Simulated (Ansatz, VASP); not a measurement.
**Au in VASP and in Ansatz**

INCAR

```
PREC = Accurate
ENCUT = 600
EDIFF = 1E-7
ISMEAR = -1
SIGMA = 0.05
LREAL = F
LASPH = T
NELM = 150
ALGO = Normal
ISIF = 3
LWAVE = F
LCHARG = F
MAGMOM = 0 0 0
LORBIT = 11
LSORBIT = T
GGA_COMPAT = F
LORBMOM = T
LMAXMIX = 4
GGA = PE
IBRION = 2
NSW = 45
EDIFFG = -0.005
```

KPOINTS

```
regular mesh
0
Gamma
  15 15 15
```

Contents of POSCAR:

```
Au
1.0
    2.7379017552      0.0000000000      0.0000000000
    0.0000000000      2.7379017552      0.0000000000
    0.0000000000      0.0000000000      2.7379017552
Au
1
Direct
    0.0000000000      0.0000000000      0.0000000000
```

Input for Ansatz:

```yaml
crystal:
  lattice:
    - [2.7379017552, 0.0, 0.0]
    - [0.0, 2.7379017552, 0.0]
    - [0.0, 0.0, 2.7379017552]
  atoms:
    - { symbol: Au, position: [0.0, 0.0, 0.0] }
kpoints:
  mp_grid: { grid: [15, 15, 15] }
scf:
  occupations: { method: fermi_dirac, width: 0.05 }
hamiltonian:
  xc: pbe
  pseudopotentials: { kind: all_electron, lapw: { basis_error: 0.0005 } }
output:
  forces: true
  stress: true
  eigenvalues: true
  populations: true
relax:
  f_tol: 0.005
  max_steps: 25
  cell: {}
magnetization:
  noncollinear: true
  spin_orbit: true
```

Alike in both runs: task relaxation of cell and atoms; functional PBE; k mesh 15 × 15 × 15; occupations fermi-dirac, width 0.05 eV; non-collinear spin, spin-orbit coupling.

```csv
,VASP,Ansatz
version,VASP 6.6.1,Ansatz 0.2.0
potentials or method,"VASP PAW PBE potentials, release 64 (Au), cutoff 600 eV",all-electron LAPW
```

```csv
,VASP,Ansatz,Ansatz less VASP
relaxed volume (Å³/atom),20.54,20.52,-0.021
relaxed length of the cell vector where the two differ most in proportion (Å),2.739,2.738,-0.0009
```

Ansatz ran all-electron here, and VASP with PAW potentials.
